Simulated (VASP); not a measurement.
# HfH3 (Pm-3m) in VASP: settings compared

The runs below take HfH3 through single point, with PBEsol, r2SCAN.

Everything below comes from runs of VASP 6.6.1. Logs are shortened: lines on timing, memory, paths and dates and some standing lists are left out, and cuts for length are marked.

### 1 The cell of the first run

It takes space group Pm-3m (No. 221, cubic). The conventional cell has a = 3.085 Å, b = 3.085 Å, c = 3.085 Å, α = 90.00°, β = 90.00°, γ = 90.00°. Hf (site symmetry m-3m) has 12 H at 2.18 Å within 2.9 Å. H (site symmetry 4/mmm) has 4 Hf at 2.18 Å and 8 H at 2.18 Å within 2.9 Å.

### 2 Single point, PBEsol

INCAR reads:

```
PREC = Accurate
ENCUT = 520
EDIFF = 1E-6
ISMEAR = 0
SIGMA = 0.05
LREAL = False
LASPH = True
NELM = 100
ALGO = Normal
ISIF = 2
LWAVE = False
LCHARG = True
GGA = PS
LELF = True
LVHAR = True
NBANDS = 14
```

KPOINTS reads:

```
Automatic mesh
0
Gamma
  12 12 12
```

POSCAR reads:

```
HfH3
1.0
    3.0845540000      0.0000000000      0.0000000000
    0.0000000000      3.0845540000      0.0000000000
    0.0000000000      0.0000000000      3.0845540000
Hf H
1 3
Direct
    0.0000000000      0.0000000000      0.0000000000
    0.0000000000      0.5000000000      0.5000000000
    0.5000000000      0.0000000000      0.5000000000
    0.5000000000      0.5000000000      0.0000000000
```

Potentials or basis: VASP PAW PBE potentials, release 64 (Hf_pv, H).

Command:

```
cat potpaw_PBE.64/Hf_pv/POTCAR potpaw_PBE.64/H/POTCAR > POTCAR
mpirun -np 1 vasp_std > vasp.out
```

OUTCAR:

```text
PREC = Accurate
   ENCUT = 520
   EDIFF = 1E-6
   ISMEAR = 0
   LREAL = False
   LASPH = True
   NELM = 100
   ISIF = 2
   GGA = PS

 ion  position               nearest neighbor table
   1  0.000  0.000  0.000-   2 2.18   3 2.18   4 2.18   2 2.18   3 2.18   2 2.18   4 2.18   2 2.18
                             3 2.18   4 2.18   3 2.18   4 2.18
   2  0.000  0.500  0.500-   1 2.18   1 2.18   1 2.18   1 2.18
   3  0.500  0.000  0.500-   1 2.18   1 2.18   1 2.18   1 2.18
   4  0.500  0.500  0.000-   1 2.18   1 2.18   1 2.18   1 2.18

  LATTYP: Found a simple cubic cell.
 ALAT       =     3.0845540000

  Lattice vectors:

 A1 = (   3.0845540000,   0.0000000000,   0.0000000000)
 A2 = (   0.0000000000,   3.0845540000,   0.0000000000)
 A3 = (   0.0000000000,   0.0000000000,   3.0845540000)

Analysis of symmetry for initial positions (statically):
=====================================================================
 Subroutine PRICEL returns:
 Original cell was already a primitive cell.

 Routine SETGRP: Setting up the symmetry group for a
 simple cubic supercell.

 Subroutine GETGRP returns: Found 48 space group operations
 (whereof 48 operations were pure point group operations)
 out of a pool of 48 trial point group operations.

The static configuration has the point symmetry O_h .

Analysis of symmetry for dynamics (positions and initial velocities):
=====================================================================
 Subroutine PRICEL returns:
 Original cell was already a primitive cell.

 Routine SETGRP: Setting up the symmetry group for a
 simple cubic supercell.

 Subroutine GETGRP returns: Found 48 space group operations
 (whereof 48 operations were pure point group operations)
 out of a pool of 48 trial point group operations.

The dynamic configuration has the point symmetry O_h .

 Subroutine INISYM returns: Found 48 space group operations
 (whereof 48 operations are pure point group operations),
 and found     1 'primitive' translations

----------------------------------------------------------------------------------------

                                     Primitive cell

  volume of cell :      29.3479

  direct lattice vectors                    reciprocal lattice vectors
     3.084554000  0.000000000  0.000000000     0.324195978  0.000000000  0.000000000
     0.000000000  3.084554000  0.000000000     0.000000000  0.324195978  0.000000000
     0.000000000  0.000000000  3.084554000     0.000000000  0.000000000  0.324195978

  length of vectors
     3.084554000  3.084554000  3.084554000     0.324195978  0.324195978  0.324195978

  position of ions in fractional coordinates (direct lattice)
     0.000000000  0.000000000  0.000000000
     0.000000000  0.500000000  0.500000000
     0.500000000  0.000000000  0.500000000
     0.500000000  0.500000000  0.000000000

  ion indices of the primitive-cell ions
   primitive index   ion index
                 1           1
                 2           2
                 3           3
                 4           4

----------------------------------------------------------------------------------------

 KPOINTS: Automatic mesh

Automatic generation of k-mesh.
 Grid dimensions read from file:
 generate k-points for:   12   12   12

 Generating k-lattice:

  Cartesian coordinates                     Fractional coordinates (reciprocal lattice)
     0.027016331  0.000000000  0.000000000     0.083333333  0.000000000  0.000000000
     0.000000000  0.027016331  0.000000000     0.000000000  0.083333333  0.000000000
     0.000000000  0.000000000  0.027016331     0.000000000  0.000000000  0.083333333

  Length of vectors
     0.027016331  0.027016331  0.027016331

  Shift w.r.t. Gamma in fractional coordinates (k-lattice)
     0.000000000  0.000000000  0.000000000

 Subroutine IBZKPT returns following result:
 ===========================================

 Found     84 irreducible k-points:

 Following reciprocal coordinates:
            Coordinates               Weight
  0.000000  0.000000  0.000000      1.000000
  0.083333  0.000000  0.000000      6.000000
  0.166667  0.000000  0.000000      6.000000
  0.250000  0.000000  0.000000      6.000000
  0.333333  0.000000  0.000000      6.000000
  0.416667  0.000000  0.000000      6.000000
[... 16 lines left out ...]
  0.333333  0.333333  0.000000     12.000000
  0.416667  0.333333  0.000000     24.000000
 [... further k-points ...]
   k-points           NKPTS =     84   k-points in BZ     NKDIM =     84   number of bands    NBANDS=     14
   number of dos      NEDOS =    301   number of ions     NIONS =      4
   total plane-waves  NPLWV =  13824
   dimension x,y,z NGX =    24 NGY =   24 NGZ =   24
   dimension x,y,z NGXF=    48 NGYF=   48 NGZF=   48
   ions per type =               1   3
   NGX,Y,Z   is equivalent  to a cutoff of  12.94, 12.94, 12.94 a.u.
   NGXF,Y,Z  is equivalent  to a cutoff of  25.87, 25.87, 25.87 a.u.
 SYSTEM =  unknown system
   PREC   = accura    normal or accurate (medium, high low for compatibility)
   ISTART =      0    job   : 0-new  1-cont  2-samecut
   ICHARG =      2    charge: 1-file 2-atom 10-const
   ISPIN  =      1    spin polarized calculation?
   LNONCOLLINEAR =      F non collinear calculations
   LSORBIT =      F    spin-orbit coupling
   LASPH  =      T    aspherical Exc in radial PAW
   ENCUT  =  520.0 eV  38.22 Ry    6.18 a.u.   5.74  5.74  5.74*2*pi/ulx,y,z
   NELM   =    100;   NELMIN=  2; NELMDL= -5     # of ELM steps
   EDIFF  = 0.1E-05   stopping-criterion for ELM
   LREAL  =      F    real-space projection
   EDIFFG = 0.1E-04   stopping-criterion for IOM
   NSW    =      0    number of steps for IOM
   IBRION =     -1    ionic relax: 0-MD 1-quasi-New 2-CG
   NFREE  =      0    steps in history (QN), initial steepest desc. (CG)
   ISIF   =      2    stress and relaxation
   ISYM   =      2    0-nonsym 1-usesym 2-fastsym
   POTIM  = 0.5000    time-step for ionic-motion
   TEBEG  =    0.0;   TEEND  =   0.0 temperature during run
   PSTRESS=    0.0 pullay stress
   NELECT =      13.0000    total number of electrons
   NUPDOWN=      -1.0000    fix difference up-down
   EMIN   =  10.00;   EMAX   =-10.00  energy-range for DOS
   EFERMI =   0.00;   METHOD = LEGACY
   ISMEAR =     0;   SIGMA  =   0.05  broadening in eV -4-tet -1-fermi 0-gaus
   EFERMI_NEDOS =   21; number of points for ismear=-14 and -15
   IALGO  =     38    algorithm
   IMIX   =      4    mixing-type and parameters
     AMIX     =   0.40;   BMIX     =  1.00
     AMIX_MAG =   1.60;   BMIX_MAG =  1.00
  volume/ion in A,a.u.               =       7.34        49.51
  Fermi-wavevector in a.u.,A,eV,Ry     =   1.247949  2.358282 21.189403  1.557377
  Thomas-Fermi vector in A             =   2.382058
   LORBIT       =      0    0 simple, 1 ext, 2 COOP (PROOUT), +10 PAW based schemes
   GGA     = PS    functional components
   LHFCALC =     F    Hartree Fock is set to
   AEXX    =    0.0000 exact exchange contribution
   IVDW    =     0    specifies the selected vdW correction
   LEPSILON=     F    determine dielectric tensor
   LRPA    =     F    only Hartree local field effects (RPA)
 non-spin polarized calculation
 Gauss-broadening in eV      SIGMA  =   0.05
  energy-cutoff  :      520.00
  volume of cell :       29.35
 maximum number of plane-waves:       840
 NGX is ok and might be reduce to    24
   NGX = 11   NGY = 11   NGZ = 11

 number of electron      13.0000005 magnetization

 Free energy of the ion-electron system (eV)
  ---------------------------------------------------
  ext. energy  EPLUGINS =         0.00000000
  ---------------------------------------------------
  free energy    TOTEN  =       -21.61236411 eV

  energy without entropy =      -21.61124438  energy(sigma->0) =      -21.61180424

 E-fermi :   4.8440     XC(G=0): -11.4757

 val. band max:        4.7388680365   @ k =   0.3333   0.2500   0.0833
 cond. band min:       4.8529469110   @ k =   0.5000   0.0000   0.0000
 fundamental gap:      0.1140788745
 Fermi energy:         4.8439620010

 k-point     1 :       0.0000    0.0000    0.0000
  band No.  band energies     occupation
      1     -26.0208      2.00000
      2     -26.0208      2.00000
      3     -26.0208      2.00000
      4      -6.6774      2.00000
      5       0.4143      2.00000
      6       0.4143      2.00000
      7       9.3099      0.00000
      8       9.3099      0.00000
      9       9.3099      0.00000
     10      11.1998      0.00000
     11      11.1998      0.00000
     12      12.8808      0.00000
     13      12.8808      0.00000
     14      12.8808      0.00000

 k-point     2 :       0.0833    0.0000    0.0000
  band No.  band energies     occupation
      1     -26.0653      2.00000
      2     -26.0171      2.00000
      3     -26.0171      2.00000
      4      -6.5314      2.00000
      5       0.4214      2.00000
      6       0.5142      2.00000
      7       8.8766      0.00000
      8       8.8766      0.00000
      9       9.3314      0.00000
     10      10.7039      0.00000
     11      10.7478      0.00000
     12      12.9397      0.00000
     13      13.3722      0.00000
     14      13.3722      0.00000

 k-point     3 :       0.1667    0.0000    0.0000
  band No.  band energies     occupation
      1     -26.1852      2.00000
      2     -26.0071      2.00000
      3     -26.0071      2.00000
      4      -6.1092      2.00000
      5       0.3682      2.00000
      6       0.8130      2.00000
      7       8.0175      0.00000
      8       8.0175      0.00000
      9       9.3910      0.00000
     10       9.6334      0.00000
     11       9.9296      0.00000
     12      13.1056      0.00000
     13      14.3987      0.00000
     14      14.3987      0.00000

 k-point     4 :       0.2500    0.0000    0.0000
  band No.  band energies     occupation
      1     -26.3447      2.00000
      2     -25.9934      2.00000
      3     -25.9934      2.00000
      4      -5.4530      2.00000
      5       0.0782      2.00000
      6       1.3049      2.00000
      7       7.1724      0.00000
      8       7.1724      0.00000
      9       8.2446      0.00000
     10       9.4742      0.00000
     11       9.6431      0.00000
     12      13.3574      0.00000
     13      15.5094      0.00000
     14      15.5094      0.00000

 k-point     5 :       0.3333    0.0000    0.0000
  band No.  band energies     occupation
      1     -26.4998      2.00000
      2     -25.9797      2.00000
      3     -25.9797      2.00000
      4      -4.6169      2.00000
      5      -0.5573      2.00000
      6       1.9754      2.00000
      7       6.5064      0.00000
      8       6.5064      0.00000
      9       6.8319      0.00000
     10       9.5595      0.00000
     11      10.0711      0.00000
[... 276 lines left out ...]
 k-point    22 :       0.5000    0.2500    0.0000
  band No.  band energies     occupation
      1     -26.6011      2.00000
      2     -26.2657      2.00000
      3     -25.9398      2.00000
      4      -2.2739      2.00000
      5      -1.5431      2.00000
      6       1.8932      2.00000
      7       3.9171      2.00000
      8       6.2937      0.00000
      9       7.8747      0.00000
     10      10.3456      0.00000
     11      10.4345      0.00000
     12      12.2877      0.00000
     13      15.9907      0.00000
     14      17.2911      0.00000

 k-point    23 :       0.3333    0.3333    0.0000
  band No.  band energies     occupation
      1     -26.4428      2.00000
      2     -26.4223      2.00000
      3     -25.9400      2.00000
      4      -3.0956      2.00000
      5      -0.0170      2.00000
      6       0.8781      2.00000
      7       4.4336      2.00000
      8       6.8685      0.00000
      9       7.2243      0.00000
     10       9.9493      0.00000
     11      10.0297      0.00000
     12      13.1154      0.00000
     13      17.0906      0.00000
     14      17.3261      0.00000

 k-point    24 :       0.4167    0.3333    0.0000
  band No.  band energies     occupation
      1     -26.5382      2.00000
      2     -26.4157      2.00000
      3     -25.9303      2.00000
      4      -2.5880      2.00000
      5      -0.4107      2.00000
      6       1.1120      2.00000
      7       3.9745      2.00000
      8       6.6131      0.00000
      9       7.2045      0.00000
     10      10.2719      0.00000
     11      10.9140      0.00000
     12      13.0901      0.00000
     13      15.9941      0.00000
     14      17.2917      0.00000

 [... further k-points ...]
[... 5 lines left out ...]
  --------------------------------------------------------------------------------------
  -------------------------------------------------------------------------------------
  Total       -0.8271346     -0.8271346     -0.8271346      0.0000000     -0.0000000      0.0000000
  in kB      -45.1553962    -45.1553962    -45.1553962      0.0000000     -0.0000000      0.0000000
  external PRESSURE =     -45.1553962 kB  Pullay stress =       0.0000000 kB

 VOLUME and BASIS-vectors are now :
 -----------------------------------------------------------------------------
  energy-cutoff  :      520.00
  volume of cell :       29.35
      direct lattice vectors                 reciprocal lattice vectors
     3.084554000  0.000000000  0.000000000     0.324195978  0.000000000  0.000000000
     0.000000000  3.084554000  0.000000000     0.000000000  0.324195978  0.000000000
     0.000000000  0.000000000  3.084554000     0.000000000  0.000000000  0.324195978

 POSITION                                       TOTAL-FORCE (eV/Angst)
 -----------------------------------------------------------------------------------
      0.00000      0.00000      0.00000         0.000000      0.000000      0.000000
      0.00000      1.54228      1.54228         0.000000      0.000000      0.000000
      1.54228      0.00000      1.54228         0.000000      0.000000      0.000000
      1.54228      1.54228      0.00000         0.000000      0.000000      0.000000
 -----------------------------------------------------------------------------------
    total drift:                                0.000000      0.000000     -0.000000

  FREE ENERGIE OF THE ION-ELECTRON SYSTEM (eV)
  ---------------------------------------------------
  free  energy   TOTEN  =       -21.6123641065 eV

  energy  without entropy=      -21.6112443823  energy(sigma->0) =      -21.61180424
```

Run time: 22 s. Hardware: 1 thread of AMD EPYC 7R13 (Zen 3), shared host; peak memory 0.13 GiB.

Results:

```
Free energy : -21.6124 eV
Pressure    : -4.5 GPa
```

Levels at points of the mesh, in eV from the Fermi level:
```tsv
k point	band 2	band 3	band 4	band 5	band 6	band 7	band 8	band 9	band 10	band 11
(0.00, 0.00, 0.00)	-30.86	-30.86	-11.52	-4.43	-4.43	4.47	4.47	4.47	6.36	6.36
(0.50, 0.00, 0.00)	-30.81	-30.81	-7.76	-7.05	-1.53	0.01	1.10	1.10	4.80	6.61
(0.50, 0.50, 0.00)	-31.39	-30.76	-7.30	-3.97	-3.97	-2.33	1.85	1.85	6.43	8.55
(0.50, 0.50, 0.50)	-31.30	-31.30	-6.25	-6.25	-6.25	3.32	5.50	5.50	5.50	6.71
```

Caveat: the PAW data sets were made with another functional, which shifts forces and pressure a little; spin-orbit coupling is left out, which moves the levels of the heavy elements.

### 3 Single point, r2SCAN

POSCAR is that of step 2.

INCAR.step1 reads:

```
PREC = Accurate
ENCUT = 520
ISMEAR = 0
SIGMA = 0.05
LREAL = False
LASPH = True
NELM = 100
NBANDS = 14
GGA = PE
ALGO = Normal
EDIFF = 1E-4
LWAVE = True
LCHARG = False
```

INCAR.step2 reads:

```
PREC = Accurate
ENCUT = 520
EDIFF = 1E-6
ISMEAR = 0
SIGMA = 0.05
LREAL = False
LASPH = True
NELM = 100
ALGO = Normal
ISIF = 2
LWAVE = False
LCHARG = False
METAGGA = R2SCAN
LMIXTAU = True
NBANDS = 14
ISTART = 1
```

KPOINTS is that of step 2.

Potentials or basis: VASP PAW PBE potentials, release 64 (Hf_pv, H).

Command:

```
cat potpaw_PBE.64/Hf_pv/POTCAR potpaw_PBE.64/H/POTCAR > POTCAR
cp INCAR.step1 INCAR
mpirun -np 1 vasp_std > vasp.out
cp INCAR.step2 INCAR
mpirun -np 1 vasp_std > vasp.out
```

It took 2.3 min on 1 thread of AMD EPYC 7R13 (Zen 3), shared host; peak memory 0.14 GiB.

It converged, with:

| Quantity | Value |
| --- | --- |
| Free energy | -56.6082 eV |
| Pressure | -2.6 GPa |

Levels at points of the mesh, in eV from the Fermi level:
```
           k point  band 4  band 5  band 6  band 7  band 8  band 9
(0.00, 0.00, 0.00)  -12.06   -4.82   -4.82    4.81    4.81    4.81
(0.50, 0.00, 0.00)   -8.18   -7.55   -1.66   -0.37    1.37    1.37
(0.50, 0.50, 0.00)   -7.63   -4.44   -4.44   -2.37    2.12    2.12
(0.50, 0.50, 0.50)   -6.62   -6.62   -6.62    3.96    5.63    5.63
```

Caveat: the PAW data sets were made with another functional, which shifts forces and pressure a little; spin-orbit coupling is left out, which moves the levels of the heavy elements.

### 4 Single point, r2SCAN

POSCAR is that of step 3.

INCAR.step1 reads:

```
SYSTEM = HfH3
PREC = Accurate
ENCUT = 520
ISMEAR = 0
SIGMA = 0.05
LREAL = .FALSE.
LASPH = .TRUE.
NELM = 100
NBANDS = 14
GGA = PE
ALGO = Normal
EDIFF = 1E-4
LWAVE = .TRUE.
LCHARG = .FALSE.
```

INCAR.step2 reads:

```
SYSTEM = HfH3
PREC = Accurate
ENCUT = 520
EDIFF = 1E-6
ISMEAR = 0
SIGMA = 0.05
LREAL = .FALSE.
LASPH = .TRUE.
NELM = 100
ALGO = Normal
ISIF = 2
LWAVE = .FALSE.
LCHARG = .TRUE.
METAGGA = R2SCAN
LMIXTAU = .TRUE.
LELF = .TRUE.
LVHAR = .TRUE.
NBANDS = 14
ISTART = 1
```

KPOINTS reads:

```
regular mesh
0
G
  12 12 12
  0 0 0
```

Command:

```
cat potpaw_PBE.64/Hf_pv/POTCAR potpaw_PBE.64/H/POTCAR > POTCAR
cp INCAR.step1 INCAR
mpirun -np 1 vasp_std > vasp.out
cp INCAR.step2 INCAR
mpirun -np 1 vasp_std > vasp.out
```

It took 2.3 min on 1 thread of AMD EPYC 7R13 (Zen 3), shared host; peak memory 0.14 GiB.

Results (log left out):

```yaml
Free_energy: -56.6082 eV
Pressure: -2.6 GPa
```

Levels at points of the mesh, in eV from the Fermi level:
```
           k point  band 4  band 5  band 6  band 7  band 8  band 9
(0.00, 0.00, 0.00)  -12.06   -4.82   -4.82    4.81    4.81    4.81
(0.50, 0.00, 0.00)   -8.18   -7.55   -1.66   -0.37    1.37    1.37
(0.50, 0.50, 0.00)   -7.63   -4.44   -4.44   -2.37    2.12    2.12
(0.50, 0.50, 0.50)   -6.62   -6.62   -6.62    3.96    5.63    5.63
```

Caveat: the PAW data sets were made with another functional, which shifts forces and pressure a little; spin-orbit coupling is left out, which moves the levels of the heavy elements.

### 5 Single point, r2SCAN

This run uses another cell than the first one, of 8.22 Å³/atom, 1.120 times its volume.

POSCAR reads:

```
HfH3
1.0
    3.2033056904      0.0000000000      0.0000000000
    0.0000000000      3.2033056904      0.0000000000
    0.0000000000      0.0000000000      3.2033056904
Hf H
1 3
Direct
    0.0000000000      0.0000000000      0.0000000000
    0.0000000000      0.5000000000      0.5000000000
    0.5000000000      0.0000000000      0.5000000000
    0.5000000000      0.5000000000      0.0000000000
```

INCAR.step1 is that of step 4.

INCAR.step2: that of step 4 with these lines changed.

```diff
@@ -12,7 +12,5 @@
 LWAVE = .FALSE.
-LCHARG = .TRUE.
+LCHARG = .FALSE.
 METAGGA = R2SCAN
 LMIXTAU = .TRUE.
-LELF = .TRUE.
-LVHAR = .TRUE.
 NBANDS = 14
```

KPOINTS is that of step 4.

Command:

```
cat potpaw_PBE.64/Hf_pv/POTCAR potpaw_PBE.64/H/POTCAR > POTCAR
cp INCAR.step1 INCAR
mpirun -np 1 vasp_std > vasp.out
cp INCAR.step2 INCAR
mpirun -np 1 vasp_std > vasp.out
```

Run time: 1.8 min. Hardware: 1 thread of AMD EPYC 7R13 (Zen 3), shared host; peak memory 0.14 GiB.

The run converged. Its results:

| Item | Value |
| --- | --- |
| Free energy | -56.4013 eV |
| Pressure | -15.3 GPa |

Levels at points of the mesh, in eV from the Fermi level:
| k point | band 4 | band 5 | band 6 | band 7 | band 8 | band 9 |
| --- | --- | --- | --- | --- | --- | --- |
| (0.00, 0.00, 0.00) | -11.26 | -4.38 | -4.38 | 4.21 | 4.21 | 4.21 |
| (0.50, 0.00, 0.00) | -7.67 | -7.19 | -1.45 | -0.37 | 1.30 | 1.30 |
| (0.50, 0.50, 0.00) | -6.89 | -4.33 | -4.33 | -2.26 | 1.92 | 1.92 |
| (0.50, 0.50, 0.50) | -6.01 | -6.01 | -6.01 | 4.16 | 4.78 | 4.78 |

Caveat: the PAW data sets were made with another functional, which shifts forces and pressure a little; spin-orbit coupling is left out, which moves the levels of the heavy elements.

### 6 Overview

```csv
level,cell,gap on the mesh (eV),pressure (GPa)
PBEsol,"a = 3.085 Å, 4 atoms",none,-4.5
r2SCAN,"a = 3.085 Å, 4 atoms",none,-2.6
r2SCAN,"a = 3.203 Å, 4 atoms",none,-15.3
```

Alike in all rows: task single point; potentials or basis VASP PAW PBE potentials, release 64 (Hf_pv, H); no spin polarisation; k mesh 12 × 12 × 12; cutoff (eV) 520; smearing gaussian 0.05 eV.

Caveats: the PAW data sets were made with another functional, which shifts forces and pressure a little; spin-orbit coupling is left out, which moves the levels of the heavy elements.

Absolute energies hang on the potentials; compare differences alone.
